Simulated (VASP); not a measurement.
Set up this calculation in VASP 6.6.1, as the native input.

| Property | Result |
| --- | --- |
| Task | single point |
| Functional | PBE |
| Potentials or basis | VASP PAW PBE potentials, release 64 (Cu, H) |
| Cutoff | 520 eV |
| k mesh | 5 × 5 × 1 |
| Occupations | gaussian, width 0.1 eV |
| Spin | no spin polarisation |
| Dipole correction | yes |
| Further INCAR settings | ALGO = Normal; EDIFF = 1e-07; NBANDS = 80 |

The structure of Cu6H lies in POSCAR:

```
Cu6H
1.0
    5.1332392722      0.0000000000      0.0000000000
    0.0000000000      5.1332392722      0.0000000000
    0.0000000000      0.0000000000     21.5289058579
Cu H
12 2
Direct
    0.2500000000      0.2500000000      0.1857967157
    0.2500000000      0.7500000000      0.1857967157
    0.7500000000      0.2500000000      0.1857967157
    0.7500000000      0.7500000000      0.1857967157
    0.0000000000      0.0000000000      0.2677566944
    0.0000000000      0.5000000000      0.2677566944
    0.5000000000      0.0000000000      0.2677566944
    0.5000000000      0.5000000000      0.2677566944
    0.2500000000      0.2500000000      0.3497114952
    0.2500000000      0.7500000000      0.3497114952
    0.7500000000      0.2500000000      0.3497114952
    0.7500000000      0.7500000000      0.3497114952
    0.1866871516      1.0000000000      0.5169285393
    0.3133128484      1.0000000000      0.5169285393
```

One way to write it, as run:

INCAR

```
PREC     = Accurate       # precision mode
ENCUT    = 520            # plane-wave cutoff, eV
EDIFF    = 1E-7           # SCF threshold, eV
ISMEAR   = 0              # smearing method
SIGMA    = 0.1            # smearing width, eV
LREAL    = F              # projectors in reciprocal space
LASPH    = T              # aspherical terms in the spheres
NELM     = 100            # most SCF steps
ALGO     = Normal         # electronic algorithm
ISIF     = 2              # what is computed and relaxed
LWAVE    = F              # write WAVECAR
LCHARG   = F              # write CHGCAR
LDIPOL   = T            
IDIPOL   = 3            
DIPOL    = 0.5 0.5 0.303
GGA      = PE             # functional
NBANDS   = 80             # bands
```

KPOINTS

```
Automatic mesh
0
Gamma
  5 5 1
```

Potentials or basis: VASP PAW PBE potentials, release 64 (Cu, H).

The run is started by

```bash
$ cat potpaw_PBE.64/Cu/POTCAR potpaw_PBE.64/H/POTCAR > POTCAR
$ mpirun -np 1 vasp_std > vasp.out
```

Results of the run:

* Largest force: 4.885 eV/Å
* Band gap on the k mesh: zero (bands 67 and 68 overlap by 1.15 eV)

Wall time 20 min on 1 thread of Intel(R) Xeon(R) Platinum 8488C (Sapphire Rapids), with other jobs on the host, peak memory 0.71 GiB.
